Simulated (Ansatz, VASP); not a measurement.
## One calculation of ZnS, two programs

```
Zn S
1.0
     1.80149    1.04009    2.95378
    -1.80149    1.04009    2.95378
     0.00000   -2.08019    2.95378
Zn S
1 1
Direct
  0.00000 0.00000 0.00000
  0.50000 0.50000 0.50000
```

Alike in both runs: functional PBE; k mesh 6 × 6 × 6; occupations gaussian, width 0.1 eV; no spin polarisation.

Ansatz relaxed the structure, and its values are those at the end. VASP's run is a single point on that final structure, the one shown.

|  | VASP | Ansatz |
| --- | --- | --- |
| version | VASP 6.6.1 | Ansatz 0.2.0 |
| potentials or method | VASP PAW PBE potentials, release 64 (Zn, S), cutoff 520 eV | scalar-relativistic, plane waves, PAW |
| valence electrons in the cell | 18 | 18 |

```tsv
	VASP	Ansatz	Ansatz less VASP
gap on the k mesh at the Fermi level (eV)	none	none	-
pressure (GPa)	0.3	0.2	-0.12
```

A gap of «none» marks a metal or a gap that the smearing closes.
